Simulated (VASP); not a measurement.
# FeCo (Pm-3m) in VASP: single point with PBEsol

Aim: the single point of FeCo with PBEsol.

All numbers are computed with VASP 6.6.1; they aren't measurements. Logs are shortened: lines on timing, memory, paths and dates and some standing lists are left out, and cuts for length are marked.

## (1) The cell of the first run

It takes space group Pm-3m (No. 221, cubic). Conventional cell: a = 2.621 Å, b = 2.621 Å, c = 2.621 Å, α = 90.00°, β = 90.00°, γ = 90.00°. Fe (site symmetry m-3m) has 8 Co at 2.27 Å and 6 Fe at 2.62 Å within 3.0 Å. Within 3.0 Å of Co (site symmetry m-3m) lie 8 Fe at 2.27 Å and 6 Co at 2.62 Å.

## (2) Single point, PBEsol, collinear spin, ferromagnetic start (9.00 Å³/atom)

Input file INCAR:

```
ALGO = Normal
EDIFF = 1E-6
ENCUT = 600
GGA = PS
GGA_COMPAT = False
ISIF = 2
ISMEAR = 0
ISPIN = 2
LASPH = True
LCHARG = False
LMAXMIX = 4
LORBIT = 11
LREAL = False
LWAVE = False
MAGMOM = 0.375 0.275
NBANDS = 20
NELM = 200
NUPDOWN = 0.65
PREC = Accurate
SIGMA = 0.15
```

Input file KPOINTS:

```
k-points
0
Gamma
  18 18 18
```

Input file POSCAR:

```
FeCo
1.0
    2.6208384551      0.0000000000      0.0000000000
    0.0000000000      2.6208384551      0.0000000000
    0.0000000000      0.0000000000      2.6208384551
Fe Co
1 1
Direct
    0.5000000000      0.5000000000      0.5000000000
    0.0000000000      0.0000000000      0.0000000000
```

Potentials or basis: VASP PAW PBE potentials, release 64 (Fe, Co).

Started as:

```
$ cat potpaw_PBE.64/Fe/POTCAR potpaw_PBE.64/Co/POTCAR > POTCAR
$ mpirun -np 1 vasp_std > vasp.out
```

OUTCAR:

```text
EDIFF = 1E-6
   ENCUT = 600
   GGA = PS
   ISIF = 2
   ISMEAR = 0
   ISPIN = 2
   LASPH = True
   LORBIT = 11
   LREAL = False
   NELM = 200
   NUPDOWN = 0.65
   PREC = Accurate

 ion  position               nearest neighbor table
   1  0.500  0.500  0.500-   2 2.27   2 2.27   2 2.27   2 2.27   2 2.27   2 2.27   2 2.27   2 2.27

   2  0.000  0.000  0.000-   1 2.27   1 2.27   1 2.27   1 2.27   1 2.27   1 2.27   1 2.27   1 2.27

  LATTYP: Found a simple cubic cell.
 ALAT       =     2.6208384551

  Lattice vectors:

 A1 = (   2.6208384551,   0.0000000000,   0.0000000000)
 A2 = (   0.0000000000,   2.6208384551,   0.0000000000)
 A3 = (   0.0000000000,   0.0000000000,   2.6208384551)

Analysis of symmetry for initial positions (statically):
=====================================================================
 Subroutine PRICEL returns:
 Original cell was already a primitive cell.

 Routine SETGRP: Setting up the symmetry group for a
 simple cubic supercell.

 Subroutine GETGRP returns: Found 48 space group operations
 (whereof 48 operations were pure point group operations)
 out of a pool of 48 trial point group operations.

The static configuration has the point symmetry O_h .

Analysis of symmetry for dynamics (positions and initial velocities):
=====================================================================
 Subroutine PRICEL returns:
 Original cell was already a primitive cell.

 Routine SETGRP: Setting up the symmetry group for a
 simple cubic supercell.

 Subroutine GETGRP returns: Found 48 space group operations
 (whereof 48 operations were pure point group operations)
 out of a pool of 48 trial point group operations.

The dynamic configuration has the point symmetry O_h .

Analysis of structural, dynamic, and magnetic symmetry:
=====================================================================
 Subroutine PRICEL returns:
 Original cell was already a primitive cell.

 Routine SETGRP: Setting up the symmetry group for a
 simple cubic supercell.

 Subroutine GETGRP returns: Found 48 space group operations
 (whereof 48 operations were pure point group operations)
 out of a pool of 48 trial point group operations.

The overall configuration has the point symmetry O_h .

 Subroutine INISYM returns: Found 48 space group operations
 (whereof 48 operations are pure point group operations),
 and found     1 'primitive' translations

----------------------------------------------------------------------------------------

                                     Primitive cell

  volume of cell :      18.0020

  direct lattice vectors                    reciprocal lattice vectors
     2.620838455  0.000000000  0.000000000     0.381557283  0.000000000  0.000000000
     0.000000000  2.620838455  0.000000000     0.000000000  0.381557283  0.000000000
     0.000000000  0.000000000  2.620838455     0.000000000  0.000000000  0.381557283

  length of vectors
     2.620838455  2.620838455  2.620838455     0.381557283  0.381557283  0.381557283

  position of ions in fractional coordinates (direct lattice)
     0.500000000  0.500000000  0.500000000
     0.000000000  0.000000000  0.000000000

  ion indices of the primitive-cell ions
   primitive index   ion index
                 1           1
                 2           2

----------------------------------------------------------------------------------------

 KPOINTS: k-points

Automatic generation of k-mesh.
 Grid dimensions read from file:
 generate k-points for:   18   18   18

 Generating k-lattice:

  Cartesian coordinates                     Fractional coordinates (reciprocal lattice)
     0.021197627  0.000000000  0.000000000     0.055555556  0.000000000  0.000000000
     0.000000000  0.021197627  0.000000000     0.000000000  0.055555556  0.000000000
     0.000000000  0.000000000  0.021197627     0.000000000  0.000000000  0.055555556

  Length of vectors
     0.021197627  0.021197627  0.021197627

  Shift w.r.t. Gamma in fractional coordinates (k-lattice)
     0.000000000  0.000000000  0.000000000

 Subroutine IBZKPT returns following result:
 ===========================================

 Found    220 irreducible k-points:

 Following reciprocal coordinates:
            Coordinates               Weight
  0.000000  0.000000  0.000000      1.000000
  0.055556  0.000000  0.000000      6.000000
  0.111111  0.000000  0.000000      6.000000
  0.166667  0.000000  0.000000      6.000000
  0.222222  0.000000  0.000000      6.000000
  0.277778  0.000000  0.000000      6.000000
[... 16 lines left out ...]
  0.277778  0.111111  0.000000     24.000000
  0.333333  0.111111  0.000000     24.000000
 [... further k-points ...]
   k-points           NKPTS =    220   k-points in BZ     NKDIM =    220   number of bands    NBANDS=     20
   number of dos      NEDOS =    301   number of ions     NIONS =      2
   total plane-waves  NPLWV =  13824
   dimension x,y,z NGX =    24 NGY =   24 NGZ =   24
   dimension x,y,z NGXF=    48 NGYF=   48 NGZF=   48
   ions per type =               1   1
   NGX,Y,Z   is equivalent  to a cutoff of  15.22, 15.22, 15.22 a.u.
   NGXF,Y,Z  is equivalent  to a cutoff of  30.45, 30.45, 30.45 a.u.
 SYSTEM =  unknown system
   PREC   = accura    normal or accurate (medium, high low for compatibility)
   ISTART =      0    job   : 0-new  1-cont  2-samecut
   ICHARG =      2    charge: 1-file 2-atom 10-const
   ISPIN  =      2    spin polarized calculation?
   LNONCOLLINEAR =      F non collinear calculations
   LSORBIT =      F    spin-orbit coupling
   LASPH  =      T    aspherical Exc in radial PAW
   ENCUT  =  600.0 eV  44.10 Ry    6.64 a.u.   5.23  5.23  5.23*2*pi/ulx,y,z
   NELM   =    200;   NELMIN=  2; NELMDL= -5     # of ELM steps
   EDIFF  = 0.1E-05   stopping-criterion for ELM
   LREAL  =      F    real-space projection
   EDIFFG = 0.1E-04   stopping-criterion for IOM
   NSW    =      0    number of steps for IOM
[... 5 lines left out ...]
   TEBEG  =    0.0;   TEEND  =   0.0 temperature during run
   PSTRESS=    0.0 pullay stress
   NELECT =      17.0000    total number of electrons
   NUPDOWN=       0.6500    fix difference up-down
   EMIN   =  10.00;   EMAX   =-10.00  energy-range for DOS
   EFERMI =   0.00;   METHOD = LEGACY
   ISMEAR =     0;   SIGMA  =   0.15  broadening in eV -4-tet -1-fermi 0-gaus
   EFERMI_NEDOS =   21; number of points for ismear=-14 and -15
   IALGO  =     38    algorithm
   IMIX   =      4    mixing-type and parameters
     AMIX     =   0.40;   BMIX     =  1.00
     AMIX_MAG =   1.60;   BMIX_MAG =  1.00
  volume/ion in A,a.u.               =       9.00        60.74
  Fermi-wavevector in a.u.,A,eV,Ry     =   1.606143  3.035170 35.098887  2.579695
  Thomas-Fermi vector in A             =   2.702377
   LORBIT       =     11    0 simple, 1 ext, 2 COOP (PROOUT), +10 PAW based schemes
   GGA     = PS    functional components
   LHFCALC =     F    Hartree Fock is set to
   AEXX    =    0.0000 exact exchange contribution
   IVDW    =     0    specifies the selected vdW correction
   LEPSILON=     F    determine dielectric tensor
   LRPA    =     F    only Hartree local field effects (RPA)
 spin polarized calculation
 Gauss-broadening in eV      SIGMA  =   0.15
  energy-cutoff  :      600.00
  volume of cell :       18.00
 maximum number of plane-waves:       624
 NGX is ok and might be reduce to    24
   NGX = 11   NGY = 11   NGZ = 11

 number of electron      17.0000007 magnetization       0.6500001

 Free energy of the ion-electron system (eV)
  ---------------------------------------------------
  ext. energy  EPLUGINS =         0.00000000
  ---------------------------------------------------
  free energy    TOTEN  =       -15.63309182 eV

  energy without entropy =      -15.57853927  energy(sigma->0) =      -15.60581554

 E-fermi :  10.7973     XC(G=0): -14.7115

 val. band max:       10.7970457157   @ k =   0.1111   0.0000   0.0000
 cond. band min:      10.5823655780   @ k =   0.2778   0.0000   0.0000
 fundamental gap:     -0.2146801377
 Fermi energy:        10.5783317023

 spin component 1

 k-point     1 :       0.0000    0.0000    0.0000
  band No.  band energies     occupation
      1       0.7173      1.00000
      2       4.8462      1.00000
      3       4.8462      1.00000
      4       8.2558      1.00000
      5       8.2558      1.00000
      6       8.2558      1.00000
[... 12 lines left out ...]
     19      38.0821      0.00000
     20      38.0821      0.00000
[... 507 lines left out ...]
 k-point    24 :       0.3333    0.1111    0.0000
  band No.  band energies     occupation
      1       3.4022      1.00000
      2       5.7808      1.00000
      3       6.1785      1.00000
      4       7.9396      1.00000
      5       8.0593      1.00000
      6       9.0307      1.00000
[... 12 lines left out ...]
     19      35.4308      0.00000
     20      39.6979      0.00000

 [... further k-points ...]

 spin component 2

 k-point     1 :       0.0000    0.0000    0.0000
  band No.  band energies     occupation
      1       0.7406      1.00000
      2       5.1983      1.00000
      3       5.1983      1.00000
      4       8.5134      1.00000
      5       8.5134      1.00000
      6       8.5134      1.00000
[... 12 lines left out ...]
     19      38.0529      0.00000
     20      38.0529      0.00000
[... 507 lines left out ...]
 k-point    24 :       0.3333    0.1111    0.0000
  band No.  band energies     occupation
      1       3.4436      1.00000
      2       6.0715      1.00000
      3       6.5611      1.00000
      4       8.1869      1.00000
      5       8.3572      1.00000
      6       9.3788      1.00000
[... 12 lines left out ...]
     19      35.4851      0.00000
     20      39.7627      0.00000

 [... further k-points ...]

------------------------ aborting loop because EDIFF is reached ----------------------------------------

  FORCE on cell =-STRESS in cart. coord.  units (eV):
  Direction    XX          YY          ZZ          XY          YZ          ZX
  --------------------------------------------------------------------------------------
  -------------------------------------------------------------------------------------
  Total        4.8159217      4.8159217      4.8159217      0.0000000      0.0000000     -0.0000000
  in kB      428.6168506    428.6168506    428.6168506      0.0000000      0.0000000     -0.0000000
  external PRESSURE =     428.6168506 kB  Pullay stress =       0.0000000 kB

 VOLUME and BASIS-vectors are now :
 -----------------------------------------------------------------------------
  energy-cutoff  :      600.00
  volume of cell :       18.00
      direct lattice vectors                 reciprocal lattice vectors
     2.620838455  0.000000000  0.000000000     0.381557283  0.000000000  0.000000000
     0.000000000  2.620838455  0.000000000     0.000000000  0.381557283  0.000000000
     0.000000000  0.000000000  2.620838455     0.000000000  0.000000000  0.381557283

 POSITION                                       TOTAL-FORCE (eV/Angst)
 -----------------------------------------------------------------------------------
      1.31042      1.31042      1.31042         0.000000      0.000000      0.000000
      0.00000      0.00000      0.00000         0.000000      0.000000      0.000000
 -----------------------------------------------------------------------------------
    total drift:                                0.000000      0.000000     -0.000000

  FREE ENERGIE OF THE ION-ELECTRON SYSTEM (eV)
  ---------------------------------------------------
  free  energy   TOTEN  =       -15.6330918215 eV

  energy  without entropy=      -15.5785392658  energy(sigma->0) =      -15.60581554

 total charge

# of ion       s       p       d       tot
------------------------------------------
    1        0.578   0.737   6.482   7.798
    2        0.587   0.731   7.450   8.768
--------------------------------------------------
tot          1.165   1.469  13.932  16.565

 magnetization (x)

# of ion       s       p       d       tot
------------------------------------------
    1       -0.005  -0.018   0.141   0.118
    2        0.001  -0.012   0.536   0.525
--------------------------------------------------
tot         -0.004  -0.031   0.677   0.642
```

Run time: 3 min. Hardware: 1 thread of AMD EPYC 7R13 (Zen 3), shared host; peak memory 0.25 GiB.

Results:

* Free energy: -15.6331 eV
* Pressure: 42.9 GPa
* Net moment: 0.65 μB per cell
* Site moments: Fe +0.12; Co +0.53 μB
* Valence electrons inside the program's atomic spheres: Fe 7.80; Co 8.77

Caveat: the cell stands under pressure; the PAW data sets were made with another functional, which shifts forces and pressure a little; the total moment is fixed, so each spin has its own Fermi level and the state may be an excited one.
